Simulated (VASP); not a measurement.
Wanted: the native input for a VASP 6.6.1 run.

| Property | Result |
| --- | --- |
| Task | single point |
| Functional | PBE |
| Potentials or basis | VASP PAW PBE potentials, release 64 (Zn, O) |
| Cutoff | 520 eV |
| k mesh | 6 × 6 × 6 |
| Occupations | fermi-dirac, width 0.02 eV |
| Spin | no spin polarisation |
| Dipole correction | no |
| Further INCAR settings | ALGO = Normal; EDIFF = 1e-06; NBANDS = 16 |

The structure of ZnO lies in POSCAR:

```
ZnO
1.0
    2.6461709590      0.0000000000      0.0000000000
    0.0000000000      2.6461709590      0.0000000000
    0.0000000000      0.0000000000      2.6461709590
Zn O
1 1
Direct
    0.0000000000      0.0000000000      0.0000000000
    0.5000000000      0.5000000000      0.5000000000
```

One way to write it, as run:

INCAR

```
PREC = Accurate
ENCUT = 520
EDIFF = 1E-6
ISMEAR = -1
SIGMA = 0.02
LREAL = False
LASPH = True
NELM = 80
ALGO = Normal
ISIF = 2
LWAVE = False
LCHARG = True
GGA = PE
LELF = True
LVHAR = True
NBANDS = 16
```

KPOINTS

```
Automatic mesh
0
Gamma
  6 6 6
```

Potentials or basis: VASP PAW PBE potentials, release 64 (Zn, O).

Run with:

```console
$ cat potpaw_PBE.64/Zn/POTCAR potpaw_PBE.64/O/POTCAR > POTCAR
$ mpirun -np 1 vasp_std > vasp.out
```

Results of the run:

| Property | Result |
| --- | --- |
| Pressure | 9.4 GPa |
| Band gap on the k mesh | zero (band 9 reaches 3.58 eV, above the bottom of band 10 at 2.98 eV) |

Caveat: the k points lie up to 0.40 Å⁻¹ apart.

Wall time 6.4 s on 1 thread of AMD EPYC 7R43 64-Core Processor (Zen 3), on a shared host, peak memory 0.09 GiB.
